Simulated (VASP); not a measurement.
Runs of VASP 6.6.1 on AlN. The structure is that of space group P6_3mc (No. 186), or close to it. The cells are those of the table. 

```csv
cell,gap on the mesh (eV),pressure (GPa),largest force (eV/Å)
"a = 3.018, b = 3.018, c = 4.903 Å, angles 90.0, 90.0, 120.0°, 4 atoms",(b),18.9,0.42
"a = 3.111, b = 3.111, c = 4.903 Å, angles 90.0, 90.0, 120.0°, 4 atoms",4.18,(a),0.02
"a = 3.018, b = 3.018, c = 5.127 Å, angles 90.0, 90.0, 120.0°, 4 atoms",4.45,9.4,0.82
"a = 3.064, b = 3.064, c = 4.903 Å, angles 90.0, 90.0, 120.0°, 4 atoms",4.49,10.7,0.18
"a = 3.111, b = 3.111, c = 4.829 Å, angles 90.0, 90.0, 120.0°, 4 atoms",4.27,6.8,0.27
```

Alike in all rows: task single point; level PBEsol; potentials or basis VASP PAW PBE potentials, release 64 (Al, N); no spin polarisation; k mesh 9 × 9 × 6; cutoff (eV) 520; smearing gaussian 0.05 eV.

**Question.** Fill in the values left out.

**Answer.** (a) 3.5; (b) 4.81.

Caveats: the cell stands under pressure; the PAW data sets were made with another functional, which shifts forces and pressure a little; an odd mesh through Γ misses points on the zone boundary, where band edges can lie.
